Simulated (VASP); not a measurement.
LiF: single point with PBE

LiF:

```
Li F
1.0
     0.00000    1.97790    1.97790
     1.97790    0.00000    1.97790
     1.97790    1.97790    0.00000
Li F
1 1
Direct
  0.00000 0.00000 0.00000
  0.50000 0.50000 0.50000
```

```
Program             : VASP 6.6.1
Task                : single point
Functional          : PBE
Potentials or basis : VASP PAW PBE potentials, release 64 (Li_sv, F)
Cutoff              : 750 eV
k mesh              : 4 × 4 × 4
Occupations         : gaussian, width 0.01 eV
Spin                : no spin polarisation
```

```
Pressure               : 6.0 GPa
Band gap on the k mesh : 9.57 eV, direct
```

Levels at points of the mesh, in eV from the valence-band top:
```tsv
k point	band 3	band 4	band 5	band 6	band 7	band 8
(0.00, 0.00, 0.00)	0.00	0.00	0.00	9.57	24.70	24.70
(0.50, 0.00, 0.00)	-2.69	-0.25	-0.25	11.07	17.38	19.34
(0.50, 0.50, 0.00)	-3.25	-1.08	-1.08	15.33	16.73	18.10
```

Wall time 4.8 s on 1 thread of Intel Xeon 6975P-C, with other jobs on the host, peak memory 0.14 GiB.

Caveat: the k points lie up to 0.69 Å⁻¹ apart. As with any semilocal functional, this PBE gap is likely too small.
